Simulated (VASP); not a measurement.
# Se (R-3) in VASP: single point with PBE

Aim: the single point of Se with PBE.

Everything below comes from runs of VASP 6.6.1. Logs are shortened: lines on timing, memory, paths and dates and some standing lists are left out, and cuts for length are marked.

## Step 1: The cell of the first run

The structure is trigonal, space group R-3 (No. 148). Conventional cell: a = 11.362 Å, b = 11.362 Å, c = 4.562 Å, α = 90.00°, β = 90.00°, γ = 120.00°. Se (site symmetry 1) has 2 Se at 2.37 Å within 3.1 Å.

## Step 2: Single point, PBE (zz strain of +3 %)

INCAR reads:

```
SYSTEM = Se
  PREC = Accurate
  ENCUT = 520
  EDIFF = 1E-6
  ISMEAR = -1
  SIGMA = 0.01
  LREAL = .False.
  LASPH = .True.
  NELM = 80
  ALGO = Normal
  ISIF = 2
  LWAVE = .False.
  LCHARG = .False.
  GGA = PE
  NBANDS = 27
```

KPOINTS reads:

```
Automatic mesh
0
Gamma
  6 6 6
  0 0 0
```

POSCAR reads:

```
Se
1.0
    5.6809998619      3.2799267995      1.5206199000
   -5.6809998619      3.2799267995      1.5206199000
    0.0000000000     -6.5598535991      1.5206199000
Se
6
Direct
    0.2806600000      0.1625100000      0.9181800000
    0.9181800000      0.2806600000      0.1625100000
    0.1625100000      0.9181800000      0.2806600000
    0.7193400000      0.8374900000      0.0818200000
    0.0818200000      0.7193400000      0.8374900000
    0.8374900000      0.0818200000      0.7193400000
```

Potentials or basis: VASP PAW PBE potentials, release 64 (Se).

Started as:

```sh
> cat potpaw_PBE.64/Se/POTCAR > POTCAR
> mpirun -np 1 vasp_std > vasp.out
```

OUTCAR:

```text
SYSTEM = Se
   PREC = Accurate
   ENCUT = 520
   EDIFF = 1E-6
   ISMEAR = -1
   LREAL = .False.
   LASPH = .True.
   NELM = 80
   ISIF = 2
   GGA = PE

 ion  position               nearest neighbor table
   1  0.281  0.163  0.918-   5 2.37   6 2.37
   2  0.918  0.281  0.163-   4 2.37   6 2.37
   3  0.163  0.918  0.281-   4 2.37   5 2.37
   4  0.719  0.837  0.082-   2 2.37   3 2.37
   5  0.082  0.719  0.837-   1 2.37   3 2.37
   6  0.837  0.082  0.719-   1 2.37   2 2.37

  LATTYP: Found a trigonal (rhomboedric) cell.
 ALAT       =     6.7337926996
 COS(alpha) =    -0.4235085113

  Lattice vectors:

 A1 = (   5.6809998619,   3.2799267995,   1.5206199000)
 A2 = (  -5.6809998619,   3.2799267995,   1.5206199000)
 A3 = (   0.0000000000,  -6.5598535991,   1.5206199000)

Analysis of symmetry for initial positions (statically):
=====================================================================
 Subroutine PRICEL returns:
 Original cell was already a primitive cell.

 Routine SETGRP: Setting up the symmetry group for a
 trigonal (rhombohedral) supercell.

 Subroutine GETGRP returns: Found  6 space group operations
 (whereof  6 operations were pure point group operations)
 out of a pool of 12 trial point group operations.

The static configuration has the point symmetry S_6 .

Analysis of symmetry for dynamics (positions and initial velocities):
=====================================================================
 Subroutine PRICEL returns:
 Original cell was already a primitive cell.

 Routine SETGRP: Setting up the symmetry group for a
 trigonal (rhombohedral) supercell.

 Subroutine GETGRP returns: Found  6 space group operations
 (whereof  6 operations were pure point group operations)
 out of a pool of 12 trial point group operations.

The dynamic configuration has the point symmetry S_6 .

 Subroutine INISYM returns: Found  6 space group operations
 (whereof  6 operations are pure point group operations),
 and found     1 'primitive' translations

----------------------------------------------------------------------------------------

                                     Primitive cell

  volume of cell :     170.0047

  direct lattice vectors                    reciprocal lattice vectors
[... 81 lines left out ...]
   dimension x,y,z NGXF=   100 NGYF=  100 NGZF=  100
   ions per type =               6
   NGX,Y,Z   is equivalent  to a cutoff of  12.34, 12.34, 12.34 a.u.
   NGXF,Y,Z  is equivalent  to a cutoff of  24.69, 24.69, 24.69 a.u.
 SYSTEM =  Se
   PREC   = accura    normal or accurate (medium, high low for compatibility)
   ISTART =      0    job   : 0-new  1-cont  2-samecut
   ICHARG =      2    charge: 1-file 2-atom 10-const
   ISPIN  =      1    spin polarized calculation?
   LNONCOLLINEAR =      F non collinear calculations
   LSORBIT =      F    spin-orbit coupling
   LASPH  =      T    aspherical Exc in radial PAW
   ENCUT  =  520.0 eV  38.22 Ry    6.18 a.u.  12.52 12.52 12.52*2*pi/ulx,y,z
   NELM   =     80;   NELMIN=  2; NELMDL= -5     # of ELM steps
   EDIFF  = 0.1E-05   stopping-criterion for ELM
   LREAL  =      F    real-space projection
[... 7 lines left out ...]
   TEBEG  =    0.0;   TEEND  =   0.0 temperature during run
   PSTRESS=    0.0 pullay stress
   NELECT =      36.0000    total number of electrons
   NUPDOWN=      -1.0000    fix difference up-down
   EMIN   =  10.00;   EMAX   =-10.00  energy-range for DOS
   EFERMI =   0.00;   METHOD = LEGACY
   ISMEAR =    -1;   SIGMA  =   0.01  broadening in eV -4-tet -1-fermi 0-gaus
   EFERMI_NEDOS =   21; number of points for ismear=-14 and -15
   IALGO  =     38    algorithm
   IMIX   =      4    mixing-type and parameters
     AMIX     =   0.40;   BMIX     =  1.00
     AMIX_MAG =   1.60;   BMIX_MAG =  1.00
  volume/ion in A,a.u.               =      28.33       191.21
  Fermi-wavevector in a.u.,A,eV,Ry     =   0.975788  1.843972 12.954948  0.952162
  Thomas-Fermi vector in A             =   2.106355
   LORBIT       =      0    0 simple, 1 ext, 2 COOP (PROOUT), +10 PAW based schemes
   GGA     = PE    functional components
   LHFCALC =     F    Hartree Fock is set to
   AEXX    =    0.0000 exact exchange contribution
   IVDW    =     0    specifies the selected vdW correction
   LEPSILON=     F    determine dielectric tensor
   LRPA    =     F    only Hartree local field effects (RPA)
 non-spin polarized calculation
  energy-cutoff  :      520.00
  volume of cell :      170.00
 maximum number of plane-waves:      4625
   NGX = 25   NGY = 25   NGZ = 25

 number of electron      35.9999999 magnetization

 Free energy of the ion-electron system (eV)
  ---------------------------------------------------
  ext. energy  EPLUGINS =         0.00000000
  ---------------------------------------------------
  free energy    TOTEN  =       -20.75876743 eV

  energy without entropy =      -20.75876743  energy(sigma->0) =      -20.75876743

 E-fermi :   2.2628     XC(G=0):  -8.6525

 val. band max:        2.0049112456   @ k =   0.5000   0.5000   0.5000
 cond. band min:       3.3434549259   @ k =  -0.1667   0.1667   0.1667
 fundamental gap:      1.3385436803
 Fermi energy:         2.2628051349

 k-point     1 :       0.0000    0.0000    0.0000
  band No.  band energies     occupation
      1     -13.5299      2.00000
      2     -11.8455      2.00000
      3     -11.8455      2.00000
      4      -9.6301      2.00000
      5      -9.6301      2.00000
      6      -8.0415      2.00000
[... 709 lines left out ...]
     26       8.2256      0.00000
     27       8.7349      0.00000

 [... further k-points ...]
[... 5 lines left out ...]
  --------------------------------------------------------------------------------------
  -------------------------------------------------------------------------------------
  Total        1.9856643      1.9856643      1.5595755      0.0000004     -0.0000000      0.0000000
  in kB       18.7135236     18.7135236     14.6979284      0.0000039     -0.0000000      0.0000000
  external PRESSURE =      17.3749919 kB  Pullay stress =       0.0000000 kB

 VOLUME and BASIS-vectors are now :
 -----------------------------------------------------------------------------
  energy-cutoff  :      520.00
  volume of cell :      170.00
      direct lattice vectors                 reciprocal lattice vectors
     5.680999862  3.279926800  1.520619900     0.088012676  0.050814142  0.219208846
    -5.680999862  3.279926800  1.520619900    -0.088012676  0.050814142  0.219208846
     0.000000000 -6.559853599  1.520619900     0.000000000 -0.101628284  0.219208846

 POSITION                                       TOTAL-FORCE (eV/Angst)
 -----------------------------------------------------------------------------------
      0.67121     -4.56956      2.07010         0.135818      0.258114      0.108137
      3.62175      2.86607      2.07010        -0.291442     -0.011435      0.108137
     -4.29296      1.70350      2.07010         0.155624     -0.246679      0.108137
     -0.67121      4.56956      2.49176        -0.135818     -0.258114     -0.108137
     -3.62175     -2.86607      2.49176         0.291442      0.011435     -0.108137
      4.29296     -1.70350      2.49176        -0.155624      0.246679     -0.108137
 -----------------------------------------------------------------------------------
    total drift:                                0.000000     -0.000000     -0.000000

  FREE ENERGIE OF THE ION-ELECTRON SYSTEM (eV)
  ---------------------------------------------------
  free  energy   TOTEN  =       -20.7587674268 eV

  energy  without entropy=      -20.7587674268  energy(sigma->0) =      -20.75876743
```

OSZICAR:

```text
N       E                     dE             d eps       ncg     rms          rms(c)
DAV:   1     0.200380982928E+03    0.20038E+03   -0.14531E+04  2160   0.111E+03
DAV:   2    -0.411321631946E+01   -0.20449E+03   -0.19793E+03  2831   0.189E+02
DAV:   3    -0.207982656176E+02   -0.16685E+02   -0.16550E+02  2790   0.589E+01
DAV:   4    -0.209944819462E+02   -0.19622E+00   -0.19582E+00  2484   0.734E+00
DAV:   5    -0.209963524234E+02   -0.18705E-02   -0.18701E-02  2658   0.742E-01    0.951E+00
DAV:   6    -0.208269803242E+02    0.16937E+00   -0.95381E-02  2409   0.150E+00    0.582E+00
DAV:   7    -0.207589301832E+02    0.68050E-01   -0.20320E-01  2396   0.217E+00    0.297E-01
DAV:   8    -0.207585017013E+02    0.42848E-03   -0.17015E-02  2346   0.637E-01    0.122E-01
DAV:   9    -0.207586936850E+02   -0.19198E-03   -0.49040E-04  2724   0.112E-01    0.452E-02
DAV:  10    -0.207587598070E+02   -0.66122E-04   -0.79273E-05  2390   0.471E-02    0.116E-02
DAV:  11    -0.207587665676E+02   -0.67606E-05   -0.11272E-05  2607   0.166E-02    0.549E-03
DAV:  12    -0.207587674268E+02   -0.85918E-06   -0.17768E-06  1476   0.709E-03
   1 F= -.20758767E+02 E0= -.20758767E+02  d E =-.298100E-13
```

Wall time 2 min (1 thread of AMD EPYC 9R45 (Zen 5), shared host); peak memory 0.37 GiB.

Results:

| Property | Result |
| --- | --- |
| Free energy | -20.7588 eV |
| Pressure | 1.7 GPa |
| Largest force | 0.311 eV/Å |
| Band gap on the k mesh | 1.34 eV (least direct gap 1.52 eV) |

Forces on the atoms (eV/Å):
```
Se   0.136  0.258  0.108
Se  -0.291 -0.011  0.108
Se   0.156 -0.247  0.108
Se  -0.136 -0.258 -0.108
Se   0.291  0.011 -0.108
Se  -0.156  0.247 -0.108
```

Levels at points of the mesh, in eV from the valence-band top:
```tsv
k point	band 14	band 15	band 16	band 17	band 18	band 19	band 20	band 21	band 22	band 23
(0.00, 0.00, 0.00)	-1.17	-0.62	-0.62	-0.58	-0.58	1.88	1.88	2.68	2.84	2.84
(0.50, 0.00, 0.00)	-1.31	-1.10	-0.72	-0.26	-0.23	1.83	1.97	2.71	3.08	3.17
(0.50, 0.50, 0.00)	-1.35	-1.32	-1.03	-0.80	-0.22	1.57	1.83	2.32	3.03	3.38
(0.50, 0.50, 0.50)	-1.38	-1.38	-1.09	-1.09	0.00	1.57	1.57	1.99	3.60	4.21
```

Caveat: the cell differs from its parent crystal (zz strain of +3 %); this functional lacks dispersion, which holds the molecules together, so the pressure and a relaxed volume are unreliable.
